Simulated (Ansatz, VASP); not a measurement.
# Te in VASP and in Ansatz

File POSCAR:

```
Te
1.0
    4.4710056865      0.0000000000      0.0000000000
   -2.2355028432      3.8720045050      0.0000000000
    0.0000000000      0.0000000000      5.9489928227
Te
3
Direct
    0.2641987639      0.0000000000      0.3333333333
    0.0000000000      0.2641987639      0.6666666667
    0.7358012361      0.7358012361      0.0000000000
```

File INCAR.step1:

```
ALGO = Normal
EDIFF = 1E-4
ENCUT = 520
GGA = PE
ISMEAR = 0
LASPH = True
LCHARG = False
LREAL = False
LWAVE = True
NBANDS = 16
NELM = 80
PREC = Accurate
SIGMA = 0.01
```

The input INCAR.step2:

```
ALGO = Normal
EDIFF = 1E-7
ENCUT = 520
ISIF = 2
ISMEAR = 0
ISTART = 1
LASPH = True
LCHARG = True
LELF = True
LMIXTAU = True
LREAL = False
LVHAR = True
LWAVE = False
METAGGA = R2SCAN
NBANDS = 16
NELM = 80
PREC = Accurate
SIGMA = 0.01
```

Contents of KPOINTS:

```
k-points
0
Gamma
  6 6 4
```

Input for Ansatz:

```yaml
crystal:
  lattice:
    - [4.4710056865, 0.0, 0.0]
    - [-2.2355028432, 3.872004505, 0.0]
    - [0.0, 0.0, 5.9489928227]
  atoms:
    - { symbol: Te, position: [0.2641987639, 0.0, 0.3333333333] }
    - { symbol: Te, position: [0.0, 0.2641987639, 0.6666666667] }
    - { symbol: Te, position: [0.7358012361, 0.7358012361, 0.0] }
kpoints:
  mp_grid: { grid: [6, 6, 4] }
  band_path:
    path:
      - [0.0, 0.0, 0.0]
      - [0.5, 0.0, 0.0]
      - [0.3333333333, 0.3333333333, 0.0]
      - [0.0, 0.0, 0.5]
      - [0.5, 0.0, 0.5]
      - [0.3333333333, 0.3333333333, 0.5]
      - [0.333333, 0.333333, 0.470052]
    npoints: 1
hamiltonian:
  xc: r2scan
scf:
  occupations: { method: fixed }
  n_extra_bands: 4
output:
  forces: true
  stress: true
  eigenvalues: true
```

Alike in both runs: task single point; functional r2SCAN; k mesh 6 × 6 × 4; no spin polarisation.

|  | VASP | Ansatz |
| --- | --- | --- |
| version | VASP 6.6.1 | Ansatz 0.2.0 |
| potentials or method | VASP PAW PBE potentials, release 64 (Te) | plane waves, PAW |
| plane-wave cutoff (eV) | 520 | 500 |
| occupations | gaussian, width 0.01 eV | fixed |
| valence electrons in the cell | 18 | 48 |

```csv
,VASP,Ansatz,Ansatz less VASP
gap on the k mesh at the Fermi level (eV),0.33,0.36,+0.031
pressure (GPa),0.9,0.8,-0.03
"traceless stress, the component that is largest in VASP (GPa)",-0.10,-0.13,-0.033
rms of the force components (eV/Å),0.000,0.016,+0.0154
```

VASP's potentials were made for PBE, not for r2SCAN. Atom by atom the forces differ by 0.016 eV/Å (rms over components). VASP's potentials hold 18 valence electrons a cell and Ansatz's 48, so a difference there can come from the potentials and not from the codes.

Spin-orbit coupling is off throughout.
